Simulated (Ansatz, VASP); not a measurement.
Au: VASP beside Ansatz

INCAR

```
SYSTEM = Au
PREC = Accurate
ENCUT = 520
EDIFF = 1E-6
ISMEAR = -1
SIGMA = 0.06
LREAL = .FALSE.
LASPH = .TRUE.
NELM = 100
ALGO = Normal
ISIF = 2
LWAVE = .FALSE.
LCHARG = .TRUE.
GGA = PE
LELF = .TRUE.
LVHAR = .TRUE.
NBANDS = 12
```

File KPOINTS:

```
regular mesh
0
G
  12 12 12
  0 0 0
```

POSCAR

```
Au
1.0
    0.0000000000      2.0568105000      2.0568105000
    2.0568105000      0.0000000000      2.0568105000
    2.0568105000      2.0568105000      0.0000000000
Au
1
Direct
    0.0000000000      0.0000000000      0.0000000000
```

Input for Ansatz:

```yaml
crystal:
  atoms:
  - position: [0.0, 0.0, 0.0]
    symbol: Au
  lattice:
  - [0.0, 2.0568105, 2.0568105]
  - [2.0568105, 0.0, 2.0568105]
  - [2.0568105, 2.0568105, 0.0]
hamiltonian:
  dispersion: none
  pseudopotentials:
    kind: all_electron
    lapw: {}
    relativity: scalar
  xc: pbe
kpoints:
  mp_grid:
    grid: [12, 12, 12]
    shift: [0, 0, 0]
magnetization: {spin_polarized: false}
output: {forces: true, stress: true}
scf:
  occupations: {method: fermi_dirac, width: 0.06}
```

Alike in both runs: task single point; functional PBE; k mesh 12 × 12 × 12; occupations fermi-dirac, width 0.06 eV; no spin polarisation.

|  | VASP | Ansatz |
| --- | --- | --- |
| version | VASP 6.6.1 | Ansatz 0.2 development build |
| potentials or method | VASP PAW PBE potentials, release 64 (Au), cutoff 520 eV | all-electron full-potential LAPW, scalar-relativistic |

VASP gave:

- pressure (GPa): 4.7

Question: Estimate Ansatz's values.

Answer: Pressure (GPa): 4.9.

Ansatz ran all-electron here, and VASP with PAW potentials.

Neither program's run includes spin-orbit coupling.
